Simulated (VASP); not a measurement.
Write the native input for VASP 6.6.1 that does the following.

```
Task                   : relaxation of cell and atoms
Functional             : PBE
Potentials or basis    : VASP PAW PBE potentials, release 64 (Al, N)
Cutoff                 : 600 eV
k mesh                 : 10 × 10 × 6
Occupations            : fermi-dirac, width 0.05 eV
Spin                   : no spin polarisation
Target pressure        : 10 GPa
Dipole correction      : no
Further INCAR settings : ALGO = Normal; EDIFF = 1e-06; IBRION = 2; EDIFFG = -0.01; NSW = 80; ISIF = 3
```

The structure of AlN lies in POSCAR:

```
AlN
1.0
    3.1130000000      0.0000000000      0.0000000000
   -1.5565000000      2.6959370820      0.0000000000
    0.0000000000      0.0000000000      4.9810000000
Al N
2 2
Direct
    0.6666666667      0.3333333333      0.5000000000
    0.3333333333      0.6666666667      0.0000000000
    0.6666666667      0.3333333333      0.8800000000
    0.3333333333      0.6666666667      0.3800000000
```

The input as run:

INCAR

```
ALGO = Normal
EDIFF = 1E-6
EDIFFG = -0.01
ENCUT = 600
GGA = PE
IBRION = 2
ISIF = 3
ISMEAR = -1
LASPH = True
LCHARG = False
LREAL = False
LWAVE = False
NELM = 100
NSW = 80
PREC = Accurate
PSTRESS = 100.0
SIGMA = 0.05
```

KPOINTS

```
k-points
0
Gamma
  10 10 6
```

Potentials or basis: VASP PAW PBE potentials, release 64 (Al, N).

Launch:

```bash
$ cat potpaw_PBE.64/Al/POTCAR potpaw_PBE.64/N/POTCAR > POTCAR
$ mpirun -np 1 vasp_std > vasp.out
```

It gave:

```json
{"Relaxed volume": "10.13 Å³/atom", "Relaxed cell": "a = 3.082 Å, b = 3.082 Å, c = 4.926 Å, α = 90.00°, β = 90.00°, γ = 120.00°", "Space group after relaxing (to 0.1 Å)": "P6_3mc (No. 186)", "Energy change on relaxing (the run minimises the enthalpy)": "+12.8 meV/atom", "Ionic steps": "6", "Pressure after relaxing": "10.1 GPa", "Largest force after relaxing": "0.005 eV/Å", "Band gap on the k mesh": "4.46 eV"}
```

Caveat: the cell is relaxed towards a set pressure, so the run minimises the enthalpy, not the energy.

Wall time 2.9 min on 1 thread of Intel Xeon 8259CL (shared host), peak memory 0.19 GiB.
